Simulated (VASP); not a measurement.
# Al3GaN4 (P-42m) in VASP: further runs

Runs on Al3GaN4. Level: PBEsol. Tasks: single point.

All numbers are computed with VASP 6.6.1; they aren't measurements. Logs are shortened: lines on timing, memory, paths and dates and some standing lists are left out, and cuts for length are marked.

## 1. The cell of the first run

It takes space group P-42m (No. 111, tetragonal). The conventional cell has a = 4.054 Å, b = 4.054 Å, c = 4.407 Å, α = 90.00°, β = 90.00°, γ = 90.00°. Within 2.4 Å of Al (site symmetry -42m) lie 4 N at 1.80 Å. Within 2.4 Å of Al (site symmetry 222) lie 4 N at 1.79 Å. Ga (site symmetry -42m) has 4 N at 1.85 Å within 2.5 Å. N (site symmetry m) has 3 Al at 1.79 to 1.80 Å and 1 Ga at 1.85 Å within 2.4 Å.

## 2. Single point, PBEsol (strain -0.080 along x and y, +0.000 along z)

File INCAR:

```
PREC = Accurate
ENCUT = 520
EDIFF = 1E-7
ISMEAR = 0
SIGMA = 0.05
LREAL = F
LASPH = T
NELM = 80
ALGO = Normal
ISIF = 2
LWAVE = F
LCHARG = F
GGA = PS
NBANDS = 31
```

File KPOINTS:

```
regular mesh
0
Gamma
  6 6 6
```

File POSCAR:

```
Al3GaN4
1.0
    4.0544352532      0.0000000000      0.0000000000
    0.0000000000      4.0544352532      0.0000000000
    0.0000000000      0.0000000000      4.4069948404
Al Ga N
3 1 4
Direct
    0.5000000000      0.5000000000      0.0000000000
    0.5000000000      0.0000000000      0.5000000000
    0.0000000000      0.5000000000      0.5000000000
    0.0000000000      0.0000000000      0.0000000000
    0.7447077174      0.7447077174      0.2552922826
    0.7447077174      0.2552922826      0.7447077174
    0.2552922826      0.7447077174      0.7447077174
    0.2552922826      0.2552922826      0.2552922826
```

Potentials or basis: VASP PAW PBE potentials, release 64 (Al, Ga_d, N).

Run with:

```sh
cat potpaw_PBE.64/Al/POTCAR potpaw_PBE.64/Ga_d/POTCAR potpaw_PBE.64/N/POTCAR > POTCAR
mpirun -np 1 vasp_std > vasp.out
```

OUTCAR:

```text
PREC = Accurate
   ENCUT = 520
   EDIFF = 1E-7
   ISMEAR = 0
   LREAL = F
   LASPH = T
   NELM = 80
   ISIF = 2
   GGA = PS

 ion  position               nearest neighbor table
   1  0.500  0.500  0.000-   5 1.80   6 1.80   7 1.80   8 1.80   4 2.87   4 2.87   4 2.87   4 2.87
                             3 2.99   2 2.99   3 2.99   2 2.99   3 2.99   2 2.99   3 2.99   2 2.99
   2  0.500  0.000  0.500-   5 1.79   6 1.79   7 1.79   8 1.79   3 2.87   3 2.87   3 2.87   3 2.87
                             4 2.99   1 2.99   1 2.99   1 2.99   4 2.99   4 2.99   4 2.99   1 2.99
   3  0.000  0.500  0.500-   5 1.79   6 1.79   7 1.79   8 1.79   2 2.87   2 2.87   2 2.87   2 2.87
                             4 2.99   1 2.99   4 2.99   4 2.99   1 2.99   4 2.99   1 2.99   1 2.99
   4  0.000  0.000  0.000-   5 1.85   6 1.85   7 1.85   8 1.85   1 2.87   1 2.87   1 2.87   1 2.87
                             3 2.99   2 2.99   3 2.99   3 2.99   3 2.99   2 2.99   2 2.99   2 2.99
   5  0.745  0.745  0.255-   2 1.79   3 1.79   1 1.80   4 1.85
   6  0.745  0.255  0.745-   2 1.79   3 1.79   1 1.80   4 1.85
   7  0.255  0.745  0.745-   2 1.79   3 1.79   1 1.80   4 1.85
   8  0.255  0.255  0.255-   2 1.79   3 1.79   1 1.80   4 1.85

  LATTYP: Found a simple tetragonal cell.
 ALAT       =     4.0544352532
 C/A-ratio  =     1.0869565217

  Lattice vectors:

 A1 = (   4.0544352532,   0.0000000000,   0.0000000000)
 A2 = (   0.0000000000,   4.0544352532,   0.0000000000)
 A3 = (   0.0000000000,   0.0000000000,   4.4069948404)

Analysis of symmetry for initial positions (statically):
=====================================================================
 Subroutine PRICEL returns:
 Original cell was already a primitive cell.

 Routine SETGRP: Setting up the symmetry group for a
 simple tetragonal supercell.

 Subroutine GETGRP returns: Found  8 space group operations
 (whereof  8 operations were pure point group operations)
 out of a pool of 16 trial point group operations.

The static configuration has the point symmetry D_2d.

Analysis of symmetry for dynamics (positions and initial velocities):
=====================================================================
 Subroutine PRICEL returns:
 Original cell was already a primitive cell.

 Routine SETGRP: Setting up the symmetry group for a
 simple tetragonal supercell.

 Subroutine GETGRP returns: Found  8 space group operations
 (whereof  8 operations were pure point group operations)
 out of a pool of 16 trial point group operations.

The dynamic configuration has the point symmetry D_2d.
[... 117 lines left out ...]
   ISIF   =      2    stress and relaxation
   ISYM   =      2    0-nonsym 1-usesym 2-fastsym
   POTIM  = 0.5000    time-step for ionic-motion
   TEBEG  =    0.0;   TEEND  =   0.0 temperature during run
   PSTRESS=    0.0 pullay stress
   NELECT =      42.0000    total number of electrons
   NUPDOWN=      -1.0000    fix difference up-down
   EMIN   =  10.00;   EMAX   =-10.00  energy-range for DOS
   EFERMI =   0.00;   METHOD = LEGACY
   ISMEAR =     0;   SIGMA  =   0.05  broadening in eV -4-tet -1-fermi 0-gaus
   EFERMI_NEDOS =   21; number of points for ismear=-14 and -15
   IALGO  =     38    algorithm
   IMIX   =      4    mixing-type and parameters
     AMIX     =   0.40;   BMIX     =  1.00
     AMIX_MAG =   1.60;   BMIX_MAG =  1.00
  volume/ion in A,a.u.               =       9.06        61.11
  Fermi-wavevector in a.u.,A,eV,Ry     =   1.365076  2.579620 25.353539  1.863433
  Thomas-Fermi vector in A             =   2.491336
   LORBIT       =      0    0 simple, 1 ext, 2 COOP (PROOUT), +10 PAW based schemes
   GGA     = PS    functional components
   LHFCALC =     F    Hartree Fock is set to
   AEXX    =    0.0000 exact exchange contribution
   IVDW    =     0    specifies the selected vdW correction
   LEPSILON=     F    determine dielectric tensor
   LRPA    =     F    only Hartree local field effects (RPA)
 non-spin polarized calculation
 Gauss-broadening in eV      SIGMA  =   0.05
  energy-cutoff  :      520.00
  volume of cell :       72.44
 maximum number of plane-waves:      1966
   NGX = 15   NGY = 15   NGZ = 17

 number of electron      42.0000008 magnetization

 Free energy of the ion-electron system (eV)
  ---------------------------------------------------
  ext. energy  EPLUGINS =         0.00000000
  ---------------------------------------------------
  free energy    TOTEN  =       -58.16378564 eV

  energy without entropy =      -58.16378564  energy(sigma->0) =      -58.16378564

 E-fermi :   7.8712     XC(G=0): -12.1303

 val. band max:        7.5913914787   @ k =   0.1667   0.1667   0.0000
 cond. band min:      10.6685151890   @ k =   0.0000   0.0000   0.0000
 fundamental gap:      3.0771237102
 Fermi energy:         7.8711807473

 k-point     1 :       0.0000    0.0000    0.0000
  band No.  band energies     occupation
      1      -8.9446      2.00000
      2      -6.5193      2.00000
      3      -6.3685      2.00000
      4      -6.3685      2.00000
      5      -5.2164      2.00000
      6      -5.1906      2.00000
[... 805 lines left out ...]
     30      18.9440      0.00000
     31      19.6194      0.00000

 [... further k-points ...]

------------------------ aborting loop because EDIFF is reached ----------------------------------------

  FORCE on cell =-STRESS in cart. coord.  units (eV):
  Direction    XX          YY          ZZ          XY          YZ          ZX
  --------------------------------------------------------------------------------------
  -------------------------------------------------------------------------------------
  Total       22.2759325     22.2759325     16.8407659      0.0000000     -0.0000000      0.0000000
  in kB      492.6553409    492.6553409    372.4509966      0.0000000     -0.0000000      0.0000000
  external PRESSURE =     452.5872262 kB  Pullay stress =       0.0000000 kB

 VOLUME and BASIS-vectors are now :
 -----------------------------------------------------------------------------
  energy-cutoff  :      520.00
  volume of cell :       72.44
      direct lattice vectors                 reciprocal lattice vectors
     4.054435253  0.000000000  0.000000000     0.246643475  0.000000000  0.000000000
     0.000000000  4.054435253  0.000000000     0.000000000  0.246643475  0.000000000
     0.000000000  0.000000000  4.406994840     0.000000000  0.000000000  0.226911997

 POSITION                                       TOTAL-FORCE (eV/Angst)
 -----------------------------------------------------------------------------------
      2.02722      2.02722      0.00000         0.000000     -0.000000      0.000000
      2.02722      0.00000      2.20350         0.000000     -0.000000     -0.000000
      0.00000      2.02722      2.20350         0.000000     -0.000000      0.000000
      0.00000      0.00000      0.00000         0.000000     -0.000000      0.000000
      3.01937      3.01937      1.12507        -0.075328     -0.075328     -0.074401
      3.01937      1.03507      3.28192        -0.075328      0.075328      0.074401
      1.03507      3.01937      3.28192         0.075328     -0.075328      0.074401
      1.03507      1.03507      1.12507         0.075328      0.075328     -0.074401
 -----------------------------------------------------------------------------------
    total drift:                               -0.000000     -0.000000      0.000000

  FREE ENERGIE OF THE ION-ELECTRON SYSTEM (eV)
  ---------------------------------------------------
  free  energy   TOTEN  =       -58.1637856355 eV

  energy  without entropy=      -58.1637856355  energy(sigma->0) =      -58.16378564
```

stdout:

```text
POSCAR found type information on POSCAR AlGaN
 POSCAR found :  3 types and       8 ions
 scaLAPACK will be used
 -----------------------------------------------------------------------------
|                                                                             |
|                                                                             |
|     You enforced a specific xc type in the INCAR file but a different       |
|     I HOPE YOU KNOW WHAT YOU ARE DOING!                                     |
|                                                                             |
 -----------------------------------------------------------------------------

 LDA part: xc-table for (Slater+PW92), standard interpolation
 POSCAR, INCAR and KPOINTS ok, starting setup
 FFT: planning ... GRIDC
 FFT: planning ... GRID_SOFT
 FFT: planning ... GRID
 WAVECAR not read
 entering main loop
```

It took 96 s on 1 thread of Intel Xeon 8259CL, shared host; peak memory 0.22 GiB.

What came out:

* Free energy: -58.1638 eV
* Pressure: 45.3 GPa
* Largest force: 0.130 eV/Å
* Band gap on the k mesh: 3.08 eV (least direct gap 3.15 eV)

Forces on the atoms (eV/Å):
```
Al   0.000  0.000  0.000
Al   0.000  0.000  0.000
Al   0.000  0.000  0.000
Ga   0.000  0.000  0.000
N   -0.075 -0.075 -0.074
N   -0.075  0.075  0.074
N    0.075 -0.075  0.074
N    0.075  0.075 -0.074
```

Caveat: the cell differs from its parent crystal (strain -0.080 along x and y, +0.000 along z); the cell stands under pressure; the PAW data sets were made with another functional, which shifts forces and pressure a little. A k mesh can miss the band edges.

## 3. Single point, PBEsol (strain -0.080 along x and y, +0.040 along z)

File INCAR:

```
SYSTEM = Al3GaN4
PREC = Accurate
ENCUT = 520
EDIFF = 1E-6
ISMEAR = 0
SIGMA = 0.05
LREAL = .False.
LASPH = .True.
NELM = 100
ALGO = Normal
ISIF = 2
LWAVE = .False.
LCHARG = .False.
GGA = PS
NBANDS = 31
```

File KPOINTS:

```
Automatic mesh
0
Gamma
  6 6 6
  0 0 0
```

POSCAR: that of step 2 with these lines changed.

```diff
@@ -4,3 +4,3 @@
     0.0000000000      4.0544352532      0.0000000000
-    0.0000000000      0.0000000000      4.4069948404
+    0.0000000000      0.0000000000      4.5832746340
 Al Ga N
```

Potentials or basis: VASP PAW PBE potentials, release 64 (Al, Ga_d, N).

Run with:

```sh
cat potpaw_PBE.64/Al/POTCAR potpaw_PBE.64/Ga_d/POTCAR potpaw_PBE.64/N/POTCAR > POTCAR
mpirun -np 1 vasp_std > vasp.out
```

Wall time 98 s (1 thread of Intel Xeon 8259CL, shared host); peak memory 0.23 GiB.

The run converged. Its results:

```
Free energy            : -58.6529 eV
Pressure               : 31.1 GPa
Largest force          : 0.156 eV/Å
Band gap on the k mesh : 2.91 eV (least direct gap 2.99 eV)
```

Forces in eV/Å, atoms in the order of the input:
```
Al   0.000  0.000  0.000
Al   0.000  0.000  0.000
Al   0.000  0.000  0.000
Ga   0.000  0.000  0.000
N   -0.070 -0.070 -0.121
N   -0.070  0.070  0.121
N    0.070 -0.070  0.121
N    0.070  0.070 -0.121
```

Stress tensor (GPa, compression positive):
```
38.18  0.00  0.00
 0.00 38.18  0.00
 0.00  0.00 16.82
```

Levels at points of the mesh, in eV from the valence-band top:
```csv
k point,band 19,band 20,band 21,band 22,band 23,band 24
"(0.00, 0.00, 0.00)",-0.77,-0.08,-0.08,2.91,2.91,3.70
"(0.50, 0.00, 0.00)",-1.78,-1.64,-1.43,5.90,6.06,6.47
"(0.50, 0.50, 0.00)",-0.31,-0.24,-0.24,7.92,7.92,8.07
"(0.00, 0.00, 0.50)",-1.14,-0.81,-0.81,5.28,5.28,5.66
"(0.50, 0.00, 0.50)",-1.41,-1.22,-1.13,7.47,7.54,7.56
"(0.50, 0.50, 0.50)",-0.34,-0.17,-0.17,5.70,6.83,6.85
```

Caveat: the cell differs from its parent crystal (strain -0.080 along x and y, +0.040 along z); the cell stands under pressure; the PAW data sets were made with another functional, which shifts forces and pressure a little.

## 4. Single point, PBEsol (strain -0.080 along x and y, +0.080 along z)

File INCAR:

```
PREC = Accurate
ENCUT = 520
EDIFF = 1E-7
ISMEAR = 0
SIGMA = 0.05
LREAL = F
LASPH = T
NELM = 100
ALGO = Normal
ISIF = 2
LWAVE = F
LCHARG = T
GGA = PS
LELF = T
LVHAR = T
NBANDS = 31
```

File KPOINTS:

```
Automatic mesh
0
Gamma
  6 6 6
```

POSCAR: that of step 3 with these lines changed.

```diff
@@ -4,3 +4,3 @@
     0.0000000000      4.0544352532      0.0000000000
-    0.0000000000      0.0000000000      4.5832746340
+    0.0000000000      0.0000000000      4.7595544276
 Al Ga N
```

Run with:

```sh
cat potpaw_PBE.64/Al/POTCAR potpaw_PBE.64/Ga_d/POTCAR potpaw_PBE.64/N/POTCAR > POTCAR
mpirun -np 1 vasp_std > vasp.out
```

It took 1.8 min on 1 thread of Intel Xeon 8259CL, shared host; peak memory 0.23 GiB.

Results (log left out):

```yaml
Free_energy: -58.7845 eV
Pressure: 19.0 GPa
Largest_force: 0.174 eV/Å
Band_gap_on_the_k_mesh: 2.71 eV (least direct gap 2.84 eV)
```

Forces in eV/Å, atoms in the order of the input:
```
Al   0.000  0.000  0.000
Al   0.000  0.000  0.000
Al   0.000  0.000  0.000
Ga   0.000  0.000  0.000
N   -0.065 -0.065 -0.148
N   -0.065  0.065  0.148
N    0.065 -0.065  0.148
N    0.065  0.065 -0.148
```

Stress tensor (GPa, compression positive):
```
29.68  0.00  0.00
 0.00 29.68  0.00
 0.00  0.00 -2.24
```

Levels at points of the mesh, in eV from the valence-band top:
```csv
k point,band 18,band 19,band 20,band 21,band 22,band 23,band 24,band 25
"(0.00, 0.00, 0.00)",-1.62,-1.08,-0.13,-0.13,2.71,2.71,3.54,3.73
"(0.50, 0.00, 0.00)",-2.23,-1.95,-1.79,-1.55,5.54,5.72,6.35,6.48
"(0.50, 0.50, 0.00)",-0.50,-0.27,-0.18,-0.18,7.52,7.52,7.63,8.11
"(0.00, 0.00, 0.50)",-1.07,-1.07,-0.77,-0.77,4.90,4.90,5.34,5.50
"(0.50, 0.00, 0.50)",-1.80,-1.69,-1.46,-1.35,6.67,7.03,7.11,7.30
"(0.50, 0.50, 0.50)",-0.45,-0.30,-0.14,-0.14,4.87,5.94,5.96,5.96
```

Caveat: the cell differs from its parent crystal (strain -0.080 along x and y, +0.080 along z); the cell stands under pressure; the PAW data sets were made with another functional, which shifts forces and pressure a little. A k mesh can miss the band edges.

(Part 1 of 2 ends here.)
